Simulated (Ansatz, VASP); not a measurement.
## GeSbTe3: VASP beside Ansatz

File INCAR:

```
SYSTEM = GeSbTe3
PREC     = Accurate       ! precision mode
ENCUT    = 600            ! plane-wave cutoff, eV
EDIFF    = 1E-6           ! SCF threshold, eV
ISMEAR   = 0              ! smearing method
SIGMA    = 0.1            ! smearing width, eV
LREAL    = .FALSE.        ! projectors in reciprocal space
LASPH    = .TRUE.         ! aspherical terms in the spheres
NELM     = 80             ! most SCF steps
ALGO     = Normal         ! electronic algorithm
ISIF     = 3              ! what is computed and relaxed
LWAVE    = .FALSE.        ! write WAVECAR
LCHARG   = .FALSE.        ! write CHGCAR
GGA      = PE             ! functional
IBRION   = 2              ! ionic algorithm
NSW      = 90             ! ionic steps
EDIFFG   = -0.04          ! ionic threshold
```

Contents of KPOINTS:

```
Automatic mesh
0
G
  4 4 2
  0 0 0
```

File POSCAR:

```
GeSbTe3
1.0
    3.9505604300      0.0000000000      0.0000000000
    0.0000000000      3.9505604300      0.0000000000
    0.0000000000      0.0000000000      9.3584864900
Ge Sb Te
1 1 3
Direct
    0.0000000000      0.0000000000      0.0000000000
    0.5000000000      0.5000000000      0.5000000000
    0.5000000000      0.5000000000      0.2127596700
    0.5000000000      0.5000000000      0.7872403300
    0.0000000000      0.0000000000      0.5000000000
```

Input for Ansatz:

```yaml
crystal:
  lattice:
    - [3.95056043, 0.0, 0.0]
    - [0.0, 3.95056043, 0.0]
    - [0.0, 0.0, 9.35848649]
  atoms:
    - { symbol: Ge, position: [0.0, 0.0, 0.0] }
    - { symbol: Sb, position: [0.5, 0.5, 0.5] }
    - { symbol: Te, position: [0.5, 0.5, 0.21275967] }
    - { symbol: Te, position: [0.5, 0.5, 0.78724033] }
    - { symbol: Te, position: [0.0, 0.0, 0.5] }
basis:
  ecutwfc: 420
kpoints:
  mp_grid: { grid: [4, 4, 2] }
hamiltonian:
  xc: pbe
scf:
  occupations: { method: gaussian, width: 0.1 }
  lower_state_search: "off"
output:
  forces: true
  stress: true
  eigenvalues: true
relax:
  adjacent_minimum: "off"
  f_tol: 0.04
  max_steps: 70
  cell: { stress_tol: 0.4 }
```

Alike in both runs: task relaxation of cell and atoms; functional PBE; k mesh 4 × 4 × 2; occupations gaussian, width 0.1 eV; no spin polarisation.

|  | VASP | Ansatz |
| --- | --- | --- |
| version | VASP 6.6.1 | Ansatz 0.2.0 |
| potentials or method | VASP PAW PBE potentials, release 64 (Ge_d, Sb, Te), cutoff 600 eV | scalar-relativistic, plane waves, PAW |
| valence electrons in the cell | 37 | 77 |

```tsv
	VASP	Ansatz	Ansatz less VASP
gap on the k mesh at the Fermi level, each at its own relaxed structure (eV)	none	none	-
relaxed volume (Å³/atom)	31.83	31.91	+0.080
relaxed cell length with the largest relative difference (Å)	8.942	8.963	+0.0207
```

A gap of «none» marks a metal or a gap that the smearing closes. VASP's potentials hold 37 valence electrons a cell and Ansatz's 77, so a difference there can come from the potentials and not from the codes.

The k mesh is coarse, so the values compare programs but aren't converged. Neither program's run includes spin-orbit coupling.
